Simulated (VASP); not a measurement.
Here is a VASP 6.6.1 calculation.

INCAR

```
PREC = Accurate ; ENCUT = 520
EDIFF = 1E-6 ; ISMEAR = 0
SIGMA = 0.1 ; LREAL = False
LASPH = True ; NELM = 100
ALGO = Normal ; ISIF = 2
LWAVE = False ; LCHARG = False
GGA = PE ; NBANDS = 30
```

File KPOINTS:

```
regular mesh
0
Gamma
  6 6 2
```

File POSCAR:

```
Ta4H
1.0
    2.8864094800      0.0000000000      0.0000000000
   -1.4432047400      2.4997039300      0.0000000000
    0.0000000000      0.0000000000      9.2811959400
Ta H
4 1
Direct
    0.3333333300      0.6666666700      0.8658552800
    0.3333333300      0.6666666700      0.3767953500
    0.6666666700      0.3333333300      0.1341447200
    0.6666666700      0.3333333300      0.6232046500
    0.0000000000      0.0000000000      0.0000000000
```

Potentials or basis: VASP PAW PBE potentials, release 64 (Ta_pv, H).

Launch:

```sh
$ cat potpaw_PBE.64/Ta_pv/POTCAR potpaw_PBE.64/H/POTCAR > POTCAR
$ mpirun -np 1 vasp_std > vasp.out
```

What does it give for the largest force?

0.941 eV/Å.

What does it give for the band gap on the k mesh?

Zero (an odd number of electrons rules out a gap without spin polarisation).

Stress tensor (GPa, compression positive):
```
29.21  0.00  0.00
 0.00 29.21  0.00
 0.00  0.00 47.01
```

Caveat: the k points lie up to 0.42 Å⁻¹ apart, too coarse for converged energies and pressures of a metal; spin-orbit coupling is left out, which moves the levels of the heavy elements.
